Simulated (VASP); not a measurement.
BiS, 2 atoms in the cell. The structure is cubic, space group Pm-3m (No. 221). The conventional cell has a = 3.474 Å, b = 3.474 Å, c = 3.474 Å, α = 90.00°, β = 90.00°, γ = 90.00°. Within 4.0 Å of Bi (site symmetry m-3m) lie 8 S at 3.01 Å and 6 Bi at 3.47 Å. Within 4.0 Å of S (site symmetry m-3m) lie 8 Bi at 3.01 Å and 6 S at 3.47 Å. 

* Program: VASP 6.6.1
* Task: single point
* Functional: PBEsol
* Potentials or basis: VASP PAW PBE potentials, release 64 (Bi_d, S)
* Cutoff: 520 eV
* k mesh: 10 × 10 × 10
* Occupations: gaussian, width 0.05 eV
* Spin: no spin polarisation
* Dipole correction: no
* Further INCAR settings: ALGO = Normal; EDIFF = 1e-06; NBANDS = 18

Potentials or basis: VASP PAW PBE potentials, release 64 (Bi_d, S).

Command:

```sh
$ cat potpaw_PBE.64/Bi_d/POTCAR potpaw_PBE.64/S/POTCAR > POTCAR
$ mpirun -np 1 vasp_std > vasp.out
```

Hardware: 1 thread of Intel Xeon 8259CL (shared host).

How long does it take, and how much memory?

Wall time 32 s on 1 thread of Intel Xeon 8259CL (shared host), peak memory 0.18 GiB. Counts: scf iterations 12, k points 56.
